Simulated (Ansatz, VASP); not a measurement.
One calculation of Hg4Te5, two programs

```
Te Hg
1.0
     4.70197    0.00000    0.00000
     0.00000    4.70197    0.00000
     0.00000    0.00000   28.29919
Te Hg
5 4
Direct
  0.00000 0.50000 0.26503
  0.50000 0.00000 0.38251
  0.00000 0.50000 0.50000
  0.50000 0.00000 0.61749
  0.00000 0.50000 0.73497
  0.50000 0.50000 0.32377
  0.00000 0.00000 0.44126
  0.50000 0.50000 0.55874
  0.00000 0.00000 0.67623
```

Alike in both runs: task single point; functional PBE; k mesh 8 × 8 × 1; occupations gaussian, width 0.1 eV; no spin polarisation.

|  | VASP | Ansatz |
| --- | --- | --- |
| version | VASP 6.6.1 | Ansatz 0.2.0 |
| potentials or method | VASP PAW PBE potentials, release 64 (Te, Hg), cutoff 520 eV | scalar-relativistic, plane waves, PAW |
| valence electrons in the cell | 78 | 160 |

```tsv
	VASP	Ansatz	Ansatz less VASP
gap on the k mesh at the Fermi level (eV)	none	none	-
rms of the force components (eV/Å)	0.177	0.178	+0.0018
```

A gap of «none» marks a metal or a gap that the smearing closes. VASP's potentials hold 78 valence electrons a cell and Ansatz's 160, so a difference there can come from the potentials and not from the codes. Ansatz's warnings: xc potential rough in thin density.

Spin-orbit coupling is off throughout.
